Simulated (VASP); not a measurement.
# Ti (Fd-3m) in VASP: further runs

The runs below take Ti through single point, with LDA.

Program: VASP 6.6.1. These are calculated values, not measurements. Logs are shortened: lines on timing, memory, paths and dates and some standing lists are left out, and cuts for length are marked.

### Step 1. The cell of the first run

The structure is cubic, space group Fd-3m (No. 227). The conventional cell has a = 5.425 Å, b = 5.425 Å, c = 5.425 Å, α = 90.00°, β = 90.00°, γ = 90.00°. Within 3.1 Å of Ti (site symmetry -43m) lie 4 Ti at 2.35 Å.

### Step 2. Single point, LDA

Input file INCAR:

```
SYSTEM = Ti
PREC     = Accurate       ! precision mode
ENCUT    = 520            ! plane-wave cutoff, eV
EDIFF    = 1E-6           ! SCF threshold, eV
ISMEAR   = 1              ! smearing method
SIGMA    = 0.05           ! smearing width, eV
LREAL    = .FALSE.        ! projectors in reciprocal space
LASPH    = .TRUE.         ! aspherical terms in the spheres
NELM     = 80             ! most SCF steps
ALGO     = Normal         ! electronic algorithm
ISIF     = 2              ! what is computed and relaxed
LWAVE    = .FALSE.        ! write WAVECAR
LCHARG   = .FALSE.        ! write CHGCAR
GGA      = CA             ! functional
NBANDS   = 19             ! bands
```

Input file KPOINTS:

```
Automatic mesh
0
G
  6 6 6
  0 0 0
```

Input file POSCAR:

```
Ti
1.0
    0.0000000000      2.7123089807      2.7123089807
    2.7123089807      0.0000000000      2.7123089807
    2.7123089807      2.7123089807      0.0000000000
Ti
2
Direct
    0.0000000000      0.0000000000      0.0000000000
    0.2500000000      0.2500000000      0.2500000000
```

Potentials or basis: VASP PAW LDA potentials, release 64 (Ti_sv).

Command:

```
> cat potpaw_LDA.64/Ti_sv/POTCAR > POTCAR
> mpirun -np 1 vasp_std > vasp.out
```

OUTCAR:

```text
SYSTEM = Ti
   PREC = Accurate
   ENCUT = 520
   EDIFF = 1E-6
   ISMEAR = 1
   LREAL = .FALSE.
   LASPH = .TRUE.
   NELM = 80
   ISIF = 2
   GGA = CA

 ion  position               nearest neighbor table
   1  0.000  0.000  0.000-   2 2.35   2 2.35   2 2.35   2 2.35
   2  0.250  0.250  0.250-   1 2.35   1 2.35   1 2.35   1 2.35

  LATTYP: Found a face centered cubic cell.
 ALAT       =     5.4246179614

  Lattice vectors:

 A1 = (   0.0000000000,   2.7123089807,   2.7123089807)
 A2 = (   2.7123089807,   0.0000000000,   2.7123089807)
 A3 = (   2.7123089807,   2.7123089807,   0.0000000000)

Analysis of symmetry for initial positions (statically):
=====================================================================
 Subroutine PRICEL returns:
 Original cell was already a primitive cell.

 Routine SETGRP: Setting up the symmetry group for a
 face centered cubic supercell.

 Subroutine GETGRP returns: Found 48 space group operations
 (whereof 24 operations were pure point group operations)
 out of a pool of 48 trial point group operations.

The static configuration has the point symmetry T_d .
 The point group associated with its full space group is O_h .

Analysis of symmetry for dynamics (positions and initial velocities):
=====================================================================
 Subroutine PRICEL returns:
 Original cell was already a primitive cell.

 Routine SETGRP: Setting up the symmetry group for a
 face centered cubic supercell.

 Subroutine GETGRP returns: Found 48 space group operations
 (whereof 24 operations were pure point group operations)
 out of a pool of 48 trial point group operations.

The dynamic configuration has the point symmetry T_d .
 The point group associated with its full space group is O_h .

 Subroutine INISYM returns: Found 48 space group operations
 (whereof 24 operations are pure point group operations),
 and found     1 'primitive' translations

----------------------------------------------------------------------------------------

                                     Primitive cell

  volume of cell :      39.9069

  direct lattice vectors                    reciprocal lattice vectors
     0.000000000  2.712308981  2.712308981    -0.184344779  0.184344779  0.184344779
     2.712308981  0.000000000  2.712308981     0.184344779 -0.184344779  0.184344779
     2.712308981  2.712308981  0.000000000     0.184344779  0.184344779 -0.184344779

[... 71 lines left out ...]
   LASPH  =      T    aspherical Exc in radial PAW
   ENCUT  =  520.0 eV  38.22 Ry    6.18 a.u.   7.13  7.13  7.13*2*pi/ulx,y,z
   NELM   =     80;   NELMIN=  2; NELMDL= -5     # of ELM steps
   EDIFF  = 0.1E-05   stopping-criterion for ELM
   LREAL  =      F    real-space projection
   EDIFFG = 0.1E-04   stopping-criterion for IOM
   NSW    =      0    number of steps for IOM
   IBRION =     -1    ionic relax: 0-MD 1-quasi-New 2-CG
   NFREE  =      0    steps in history (QN), initial steepest desc. (CG)
   ISIF   =      2    stress and relaxation
   ISYM   =      2    0-nonsym 1-usesym 2-fastsym
   POTIM  = 0.5000    time-step for ionic-motion
   TEBEG  =    0.0;   TEEND  =   0.0 temperature during run
   PSTRESS=    0.0 pullay stress
   NELECT =      24.0000    total number of electrons
   NUPDOWN=      -1.0000    fix difference up-down
   EMIN   =  10.00;   EMAX   =-10.00  energy-range for DOS
   EFERMI =   0.00;   METHOD = LEGACY
   ISMEAR =     1;   SIGMA  =   0.05  broadening in eV -4-tet -1-fermi 0-gaus
   EFERMI_NEDOS =   21; number of points for ismear=-14 and -15
   IALGO  =     38    algorithm
   IMIX   =      4    mixing-type and parameters
     AMIX     =   0.40;   BMIX     =  1.00
     AMIX_MAG =   1.60;   BMIX_MAG =  1.00
  volume/ion in A,a.u.               =      19.95       134.65
  Fermi-wavevector in a.u.,A,eV,Ry     =   1.381856  2.611329 25.980674  1.909526
  Thomas-Fermi vector in A             =   2.506601
   LORBIT       =      0    0 simple, 1 ext, 2 COOP (PROOUT), +10 PAW based schemes
   GGA     = CA    functional components
   LHFCALC =     F    Hartree Fock is set to
   AEXX    =    0.0000 exact exchange contribution
   IVDW    =     0    specifies the selected vdW correction
   LEPSILON=     F    determine dielectric tensor
   LRPA    =     F    only Hartree local field effects (RPA)
 non-spin polarized calculation
 Methfessel and Paxton  Order N= 1 SIGMA  =   0.05
  energy-cutoff  :      520.00
  volume of cell :       39.91
 maximum number of plane-waves:      1090
 NGX is ok and might be reduce to    30
   NGX = 15   NGY = 15   NGZ = 15

 number of electron      23.9999997 magnetization

 Free energy of the ion-electron system (eV)
  ---------------------------------------------------
  ext. energy  EPLUGINS =         0.00000000
  ---------------------------------------------------
  free energy    TOTEN  =       -12.51589556 eV

  energy without entropy =      -12.51440538  energy(sigma->0) =      -12.51539883

 E-fermi :   6.2268     XC(G=0): -10.8130

 val. band max:        6.2221313554   @ k =   0.3333   0.3333   0.0000
 cond. band min:       6.2359732537   @ k =   0.3333   0.1667   0.0000
 fundamental gap:      0.0138418983
 Fermi energy:         6.2267640811

 k-point     1 :       0.0000    0.0000    0.0000
  band No.  band energies     occupation
      1     -49.7691      2.00000
      2     -48.9602      2.00000
      3     -26.6230      2.00000
      4     -26.6230      2.00000
      5     -26.6230      2.00000
      6     -25.5857      2.00000
[... 329 lines left out ...]
      6     -26.1073      2.00000
[... 11 lines left out ...]
     18      10.6906      0.00000
     19      11.0543      0.00000

------------------------ aborting loop because EDIFF is reached ----------------------------------------

  FORCE on cell =-STRESS in cart. coord.  units (eV):
  Direction    XX          YY          ZZ          XY          YZ          ZX
  --------------------------------------------------------------------------------------
  -------------------------------------------------------------------------------------
  Total       -0.0022761     -0.0022761     -0.0022761      0.0000000      0.0000000     -0.0000000
  in kB       -0.0913822     -0.0913822     -0.0913822      0.0000000      0.0000000     -0.0000000
  external PRESSURE =      -0.0913822 kB  Pullay stress =       0.0000000 kB

 VOLUME and BASIS-vectors are now :
 -----------------------------------------------------------------------------
  energy-cutoff  :      520.00
  volume of cell :       39.91
      direct lattice vectors                 reciprocal lattice vectors
     0.000000000  2.712308981  2.712308981    -0.184344779  0.184344779  0.184344779
     2.712308981  0.000000000  2.712308981     0.184344779 -0.184344779  0.184344779
     2.712308981  2.712308981  0.000000000     0.184344779  0.184344779 -0.184344779

 POSITION                                       TOTAL-FORCE (eV/Angst)
 -----------------------------------------------------------------------------------
      0.00000      0.00000      0.00000        -0.000000      0.000000      0.000000
      1.35615      1.35615      1.35615         0.000000     -0.000000     -0.000000
 -----------------------------------------------------------------------------------
    total drift:                                0.000000      0.000000      0.000000

  FREE ENERGIE OF THE ION-ELECTRON SYSTEM (eV)
  ---------------------------------------------------
  free  energy   TOTEN  =       -12.5158955598 eV

  energy  without entropy=      -12.5144053833  energy(sigma->0) =      -12.51539883
```

stdout:

```text
POSCAR found type information on POSCAR Ti
 POSCAR found :  1 types and       2 ions
 scaLAPACK will be used
 LDA part: xc-table for (Slater(with rela. corr.)+CA(PZ))
 , standard interpolation
 POSCAR, INCAR and KPOINTS ok, starting setup
 FFT: planning ... GRIDC
 FFT: planning ... GRID_SOFT
 FFT: planning ... GRID
 WAVECAR not read
 entering main loop
```

Run time: 22 s. Hardware: 1 thread of Intel Xeon 8259CL, shared host; peak memory 0.15 GiB.

What came out:

* Free energy: -12.5159 eV
* Pressure: 0.0 GPa
* Band gap on the k mesh: zero (band 12 reaches 6.36 eV, above the bottom of band 13 at 6.07 eV)

Levels at points of the mesh, in eV from the Fermi level:
| k point | band 9 | band 10 | band 11 | band 12 | band 13 | band 14 | band 15 | band 16 |
| --- | --- | --- | --- | --- | --- | --- | --- | --- |
| (0.00, 0.00, 0.00) | -4.91 | -0.81 | -0.81 | -0.11 | -0.11 | -0.11 | 1.97 | 1.97 |
| (0.50, 0.00, 0.00) | -1.62 | -1.50 | -0.76 | -0.76 | -0.16 | -0.16 | 0.77 | 2.93 |
| (0.50, 0.50, 0.00) | -2.08 | -2.08 | -0.05 | -0.05 | 0.65 | 0.65 | 1.70 | 1.70 |

### Step 3. Single point, LDA

This run uses another cell than the first one, of 18.85 Å³/atom, 0.945 times its volume.

Input file INCAR:

```
  PREC = Accurate
  ENCUT = 520
  EDIFF = 1E-6
  ISMEAR = 1
  SIGMA = 0.05
  LREAL = False
  LASPH = True
  NELM = 100
  ALGO = Normal
  ISIF = 2
  LWAVE = False
  LCHARG = False
  GGA = CA
  NBANDS = 19
```

Input file KPOINTS:

```
Automatic mesh
0
Gamma
  7 7 7
```

Input file POSCAR:

```
Ti
1.0
    0.0000000000      2.6614282873      2.6614282873
    2.6614282873      0.0000000000      2.6614282873
    2.6614282873      2.6614282873      0.0000000000
Ti
2
Direct
    0.0000000000      0.0000000000      0.0000000000
    0.2500000000      0.2500000000      0.2500000000
```

Potentials or basis: VASP PAW LDA potentials, release 64 (Ti_sv).

Command:

```
> cat potpaw_LDA.64/Ti_sv/POTCAR > POTCAR
> mpirun -np 1 vasp_std > vasp.out
```

It took 22 s on 1 thread of Intel Xeon 8259CL, shared host; peak memory 0.14 GiB.

The run converged. Its results:

* Free energy: -12.5316 eV
* Pressure: 0.4 GPa
* Band gap on the k mesh: zero (band 12 reaches 7.12 eV, above the bottom of band 13 at 6.73 eV)

Levels at points of the mesh, in eV from the Fermi level:
```csv
k point,band 10,band 11,band 12,band 13,band 14,band 15
"(0.00, 0.00, 0.00)",-0.98,-0.98,-0.17,-0.17,-0.17,2.03
```

### Step 4. Single point, LDA

This run uses another cell than the first one, of 18.47 Å³/atom, 0.926 times its volume.

Input file INCAR:

```
ALGO = Normal ; EDIFF = 1E-6
ENCUT = 520 ; ISIF = 2
ISMEAR = 1 ; LASPH = True
LCHARG = True ; LELF = True
LREAL = False ; LVHAR = True
LWAVE = False ; NBANDS = 19
NELM = 100 ; PREC = Accurate
SIGMA = 0.05
```

Input file KPOINTS:

```
k-points
0
Gamma
  7 7 7
```

Input file POSCAR:

```
Ti
1.0
    0.0000000000      2.6435658143      2.6435658143
    2.6435658143      0.0000000000      2.6435658143
    2.6435658143      2.6435658143      0.0000000000
Ti
2
Direct
    0.0000000000      0.0000000000      0.0000000000
    0.2500000000      0.2500000000      0.2500000000
```

Command:

```
> cat potpaw_LDA.64/Ti_sv/POTCAR > POTCAR
> mpirun -np 1 vasp_std > vasp.out
```

Wall time 24 s (1 thread of Intel Xeon 8259CL, shared host); peak memory 0.14 GiB.

The run converged. Its results:

| Item | Value |
| --- | --- |
| Free energy | -12.5261 eV |
| Pressure | 1.8 GPa |
| Band gap on the k mesh | zero (band 12 reaches 7.36 eV, above the bottom of band 13 at 6.92 eV) |

Levels at points of the mesh, in eV from the Fermi level:
| k point | band 10 | band 11 | band 12 | band 13 | band 14 | band 15 |
| --- | --- | --- | --- | --- | --- | --- |
| (0.00, 0.00, 0.00) | -1.02 | -1.02 | -0.16 | -0.16 | -0.16 | 2.08 |

### Step 5. Single point, LDA

This run uses another cell than the first one, of 19.23 Å³/atom, 0.964 times its volume.

Input file INCAR:

```
PREC = Accurate ; ENCUT = 520
EDIFF = 1E-7 ; ISMEAR = 1
SIGMA = 0.05 ; LREAL = False
LASPH = True ; NELM = 100
ALGO = Normal ; ISIF = 2
LWAVE = False ; LCHARG = False
NBANDS = 19
```

Input file KPOINTS:

```
regular mesh
0
Gamma
  7 7 7
```

Input file POSCAR:

```
Ti
1.0
    0.0000000000      2.6790541539      2.6790541539
    2.6790541539      0.0000000000      2.6790541539
    2.6790541539      2.6790541539      0.0000000000
Ti
2
Direct
    0.0000000000      0.0000000000      0.0000000000
    0.2500000000      0.2500000000      0.2500000000
```

Command:

```
> cat potpaw_LDA.64/Ti_sv/POTCAR > POTCAR
> mpirun -np 1 vasp_std > vasp.out
```

It took 23 s on 1 thread of Intel Xeon 8259CL, shared host; peak memory 0.14 GiB.

The run converged. Its results:

* Free energy: -12.5304 eV
* Pressure: -0.9 GPa
* Band gap on the k mesh: zero (band 12 reaches 6.88 eV, above the bottom of band 13 at 6.55 eV)

Levels at points of the mesh, in eV from the Fermi level:
```csv
k point,band 8,band 9,band 10,band 11,band 12,band 13,band 14,band 15,band 16,band 17
"(0.00, 0.00, 0.00)",-31.76,-5.08,-0.95,-0.95,-0.17,-0.17,-0.17,1.99,1.99,1.99
```

### Step 6. Summary

```csv
cell,k mesh,gap on the mesh (eV),pressure (GPa)
"a = 3.836 Å, angles 60.0°, 2 atoms",6 × 6 × 6,none,0.0
"a = 3.764 Å, angles 60.0°, 2 atoms",7 × 7 × 7,none,0.4
"a = 3.739 Å, angles 60.0°, 2 atoms",7 × 7 × 7,none,1.8
"a = 3.789 Å, angles 60.0°, 2 atoms",7 × 7 × 7,none,-0.9
```

Alike in all rows: task single point; level LDA; potentials or basis VASP PAW LDA potentials, release 64 (Ti_sv); no spin polarisation; cutoff (eV) 520; smearing methfessel-paxton 0.05 eV.

Total energies depend on the potentials used, so only differences within one code and one set of settings carry meaning.
